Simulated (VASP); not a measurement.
ScPd: single point with LDA

Crystal: ScPd.

```xyz
2
Lattice="3.2830 0.0000 0.0000 0.0000 3.2830 0.0000 0.0000 0.0000 3.2830" Properties=species:S:1:pos:R:3 pbc="T T T"
Sc    1.6415    1.6415    1.6415
Pd    0.0000    0.0000    0.0000
```

```
Program                : VASP 6.6.1
Task                   : single point
Functional             : LDA
Potentials or basis    : VASP PAW LDA potentials, release 64 (Sc_sv, Pd)
Cutoff                 : 520 eV
k mesh                 : 9 × 9 × 9
Occupations            : fermi-dirac, width 0.05 eV
Spin                   : no spin polarisation
Dipole correction      : no
Further INCAR settings : ALGO = Normal; EDIFF = 1e-06; NBANDS = 18
```

The pressure is -5.4 GPa and the band gap on the k mesh is zero (an odd number of electrons rules out a gap without spin polarisation).

Levels at points of the mesh, in eV from the Fermi level:
```tsv
k point	band 6	band 7	band 8	band 9	band 10	band 11	band 12	band 13	band 14	band 15
(0.00, 0.00, 0.00)	-4.63	-4.63	-2.79	-2.79	-2.79	1.20	1.20	3.29	3.29	3.29
```

Wall time 11 s on 1 thread of Intel(R) Xeon(R) Platinum 8259CL CPU @ 2.50GHz (Skylake/Cascade Lake), on a shared host, peak memory 0.14 GiB.

Caveat: the cell stands under tension.
